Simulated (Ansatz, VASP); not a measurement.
Two plane-wave programs on BN

The input INCAR:

```
SYSTEM = BN
PREC     = Accurate       ! precision mode
ENCUT    = 520            ! plane-wave cutoff, eV
EDIFF    = 1E-7           ! SCF threshold, eV
ISMEAR   = 0              ! smearing method
SIGMA    = 0.05           ! smearing width, eV
LREAL    = .FALSE.        ! projectors in reciprocal space
LASPH    = .TRUE.         ! aspherical terms in the spheres
NELM     = 100            ! most SCF steps
ALGO     = Normal         ! electronic algorithm
ISIF     = 2              ! what is computed and relaxed
LWAVE    = .FALSE.        ! write WAVECAR
LCHARG   = .FALSE.        ! write CHGCAR
LDIPOL   = .TRUE.       
IDIPOL   = 3            
DIPOL    = 0.5 0.5 0.500
NBANDS   = 26             ! bands
```

Contents of KPOINTS:

```
regular mesh
0
G
  12 12 1
  0 0 0
```

POSCAR

```
BN
1.0
    2.5043488730      0.0000000000      0.0000000000
   -1.2521744365      2.1688297439      0.0000000000
    0.0000000000      0.0000000000     25.5286415822
B N
4 4
Direct
    0.6666666667      0.3333333333      0.2937876650
    0.3333333333      0.6666666667      0.4312625550
    0.6666666667      0.3333333333      0.5687374450
    0.3333333333      0.6666666667      0.7062123350
    0.3333333333      0.6666666667      0.2937876650
    0.6666666667      0.3333333333      0.4312625550
    0.3333333333      0.6666666667      0.5687374450
    0.6666666667      0.3333333333      0.7062123350
```

Input for Ansatz:

```yaml
crystal:
  lattice:
    - [2.504348873, 0.0, 0.0]
    - [-1.2521744365, 2.1688297439, 0.0]
    - [0.0, 0.0, 25.5286415822]
  atoms:
    - { symbol: B, position: [0.6666666667, 0.3333333333, 0.293787665] }
    - { symbol: "N", position: [0.3333333333, 0.6666666667, 0.293787665] }
    - { symbol: B, position: [0.3333333333, 0.6666666667, 0.431262555] }
    - { symbol: "N", position: [0.6666666667, 0.3333333333, 0.431262555] }
    - { symbol: B, position: [0.6666666667, 0.3333333333, 0.568737445] }
    - { symbol: "N", position: [0.3333333333, 0.6666666667, 0.568737445] }
    - { symbol: B, position: [0.3333333333, 0.6666666667, 0.706212335] }
    - { symbol: "N", position: [0.6666666667, 0.3333333333, 0.706212335] }
basis:
  ecutwfc: 420
kpoints:
  mp_grid: { grid: [12, 12, 1] }
hamiltonian:
  xc: lda
scf:
  occupations: { method: gaussian, width: 0.05 }
output:
  forces: true
  stress: true
  eigenvalues: true
efield:
  axis: 3
  dipole_correction: true
  ramp_width: 0.04
```

Alike in both runs: task single point; functional LDA; k mesh 12 × 12 × 1; occupations gaussian, width 0.05 eV; no spin polarisation.

```csv
,VASP,Ansatz
version,VASP 6.6.1,Ansatz 0.2.0
potentials or method,"VASP PAW LDA potentials, release 64 (B, N), cutoff 520 eV","scalar-relativistic, plane waves, PAW"
valence electrons in the cell,32,32
```

|  | VASP | Ansatz | Ansatz less VASP |
| --- | --- | --- | --- |
| gap on the k mesh at the Fermi level (eV) | 4.22 | 4.24 | +0.015 |
| least direct gap on the mesh (eV) | 4.54 | 4.55 | +0.010 |
| rms of the force components (eV/Å) | 0.014 | 0.014 | -0.0001 |

LDA's correlation is that of Perdew and Zunger in VASP and of Perdew and Wang (1992) in Ansatz.
